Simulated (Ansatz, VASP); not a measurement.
**One calculation of In3GaP2, two programs**

Contents of INCAR:

```
PREC = Accurate
ENCUT = 600
EDIFF = 1E-6
ISMEAR = 0
SIGMA = 0.1
LREAL = F
LASPH = T
NELM = 80
ALGO = Normal
ISIF = 3
LWAVE = F
LCHARG = F
GGA = PE
IBRION = 2
NSW = 90
EDIFFG = -0.04
```

File KPOINTS:

```
Automatic mesh
0
Gamma
  3 3 6
```

The input POSCAR:

```
In3GaP2
1.0
    8.7308345071      0.0000000000      0.0000000000
   -4.3654172535      7.5611244793      0.0000000000
    0.0000000000      0.0000000000      2.9844171525
In Ga P
3 1 2
Direct
    0.5000000000      0.0000000000      0.0000000000
    0.0000000000      0.5000000000      0.0000000000
    0.5000000000      0.5000000000      0.0000000000
    0.0000000000      0.0000000000      0.0000000000
    0.3333333333      0.6666666667      0.0000000000
    0.6666666667      0.3333333333      0.0000000000
```

Input for Ansatz:

```yaml
crystal:
  lattice:
    - [8.7308345071, 0.0, 0.0]
    - [-4.3654172535, 7.5611244793, 0.0]
    - [0.0, 0.0, 2.9844171525]
  atoms:
    - { symbol: In, position: [0.5, 0.0, 0.0] }
    - { symbol: In, position: [0.0, 0.5, 0.0] }
    - { symbol: In, position: [0.5, 0.5, 0.0] }
    - { symbol: Ga, position: [0.0, 0.0, 0.0] }
    - { symbol: P, position: [0.3333333333, 0.6666666667, 0.0] }
    - { symbol: P, position: [0.6666666667, 0.3333333333, 0.0] }
basis:
  ecutwfc: 420
kpoints:
  mp_grid: { grid: [3, 3, 6] }
hamiltonian:
  xc: pbe
scf:
  occupations: { method: gaussian, width: 0.1 }
  lower_state_search: "off"
output:
  forces: true
  stress: true
  eigenvalues: true
relax:
  adjacent_minimum: "off"
  f_tol: 0.04
  max_steps: 70
  cell: { stress_tol: 0.4 }
```

Alike in both runs: task relaxation of cell and atoms; functional PBE; k mesh 3 × 3 × 6; occupations gaussian, width 0.1 eV; no spin polarisation.

```csv
,VASP,Ansatz
version,VASP 6.6.1,Ansatz 0.2.0
potentials or method,"VASP PAW PBE potentials, release 64 (In_d, Ga_d, P), cutoff 600 eV","scalar-relativistic, plane waves, PAW"
valence electrons in the cell,62,62
```

|  | VASP | Ansatz | Ansatz less VASP |
| --- | --- | --- | --- |
| gap on the k mesh at the Fermi level, each at its own relaxed structure (eV) | none | none | - |
| relaxed volume (Å³/atom) | 33.48 | 33.65 | +0.174 |
| relaxed cell length with the largest relative difference (Å) | 9.208 | 9.228 | +0.0198 |

A gap of «none» marks a metal or a gap that the smearing closes.
